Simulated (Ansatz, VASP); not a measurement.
**Au in VASP and in Ansatz**

```
Au
1.0
     1.39224   -2.52139    0.00000
     1.39224    2.52139    0.00000
     0.00000    0.00000    4.82704
Au
2
Direct
  0.33467 0.66533 0.25000
  0.66533 0.33467 0.75000
```

Alike in both runs: task single point; functional PBE; k mesh 11 × 11 × 6; occupations fermi-dirac, width 0.05 eV; no spin polarisation.

```csv
,VASP,Ansatz
version,VASP 6.6.1,Ansatz 0.2.0
potentials or method,"VASP PAW PBE potentials, release 64 (Au)",Ansatz PAW
plane-wave cutoff (eV),520,420
valence electrons in the cell,22,38
```

|  | VASP | Ansatz | Ansatz less VASP |
| --- | --- | --- | --- |
| gap on the k mesh at the Fermi level (eV) | none | none | - |
| pressure (GPa) | 10.0 | 10.3 | +0.32 |
| traceless stress, the component that is largest in VASP (GPa) | 3.79 | 3.82 | +0.028 |
| rms of the force components (eV/Å) | 0.023 | 0.024 | +0.0006 |

Atom by atom the forces differ by 0.001 eV/Å (rms over components). A gap of «none» marks a metal or a gap that the smearing closes. With one functional, cell and mesh, what is left measures potentials, basis and numerics. VASP's potentials hold 22 valence electrons a cell and Ansatz's 38, so a difference there can come from the potentials and not from the codes.

Neither program's run includes spin-orbit coupling.
